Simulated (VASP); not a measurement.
The system is Sn3Se2.

```xyz
10
Lattice="4.2500 0.0000 0.0000 0.0000 4.2500 0.0000 0.0000 0.0000 14.8500" Properties=species:S:1:pos:R:3 pbc="T T T"
Sn    0.0000    2.1250    5.9400
Sn    0.0000    2.1250   11.8800
Sn    2.1250    0.0000    8.9100
Sn    2.1250    0.0000    2.9700
Sn    2.1250    2.1250    0.0000
Sn    0.0000    0.0000    0.0000
Se    0.0000    2.1250    8.9100
Se    0.0000    2.1250    2.9700
Se    2.1250    0.0000    5.9400
Se    2.1250    0.0000   11.8800
```

- Program: VASP 6.6.1
- Task: relaxation of cell and atoms
- Functional: PBE
- Potentials or basis: VASP PAW PBE potentials, release 64 (Sn_d, Se)
- Cutoff: 600 eV
- k mesh: 4 × 4 × 1
- Occupations: gaussian, width 0.2 eV
- Spin: no spin polarisation

At the start: pressure 1.6 GPa; volume 26.82 Å³/atom.

How do energy, volume and symmetry change on relaxing?

Over 15 steps the energy falls by 27.5 meV/atom and the volume is 27.23 Å³/atom (+1.5 %); space group P4/nmm (No. 129, to 0.1 Å) before and after.

The path:
| step | energy change (eV) | largest force (eV/Å) | pressure (GPa) | volume (Å³) |
| --- | --- | --- | --- | --- |
| 1 | 0.0000 | 0.3917 | 1.65 | 268.23 |
| 2 | -0.1251 | 0.2905 | -0.36 | 279.03 |
| 3 | -0.1288 | 0.2707 | -0.73 | 281.38 |
| 4 | -0.1679 | 0.1777 | -0.34 | 278.60 |
| 5 | -0.1769 | 0.2919 | -0.01 | 276.60 |
| 6 | -0.1916 | 0.2906 | 0.08 | 275.78 |
| 7 | -0.2263 | 0.2627 | 0.37 | 273.33 |
| 8 | -0.2347 | 0.2319 | 1.14 | 268.42 |
| 9 | -0.2426 | 0.2007 | 0.81 | 270.56 |
| 10 | -0.2535 | 0.1623 | 0.55 | 271.75 |
| 11 | -0.2662 | 0.1362 | -0.09 | 274.94 |
| 12 | -0.2662 | 0.1358 | -0.13 | 275.10 |
| 13 | -0.2682 | 0.1239 | -0.09 | 274.82 |
| 14 | -0.2728 | 0.0926 | 0.01 | 273.99 |
| 15 | -0.2755 | 0.0572 | 0.24 | 272.33 |

Final structure:
```yaml
crystal:
  lattice:
    - [4.39016, 0.00000, 0.00000]
    - [0.00000, 4.39016, 0.00000]
    - [0.00000, 0.00000, 14.12956]
  atoms:
    - { symbol: Sn, position: [0.00000, 0.50000, 0.39200] }
    - { symbol: Sn, position: [0.00000, 0.50000, 0.80979] }
    - { symbol: Sn, position: [0.50000, 0.00000, 0.60800] }
    - { symbol: Sn, position: [0.50000, 0.00000, 0.19021] }
    - { symbol: Sn, position: [0.50000, 0.50000, 0.00000] }
    - { symbol: Sn, position: [0.00000, 0.00000, 0.00000] }
    - { symbol: Se, position: [0.00000, 0.50000, 0.60299] }
    - { symbol: Se, position: [0.00000, 0.50000, 0.18699] }
    - { symbol: Se, position: [0.50000, 0.00000, 0.39701] }
    - { symbol: Se, position: [0.50000, 0.00000, 0.81301] }
```

Caveat: the k points lie up to 0.44 Å⁻¹ apart in the final cell; the relaxation stopped at a loose force limit of 0.08 eV/Å, so its end isn't a converged minimum.
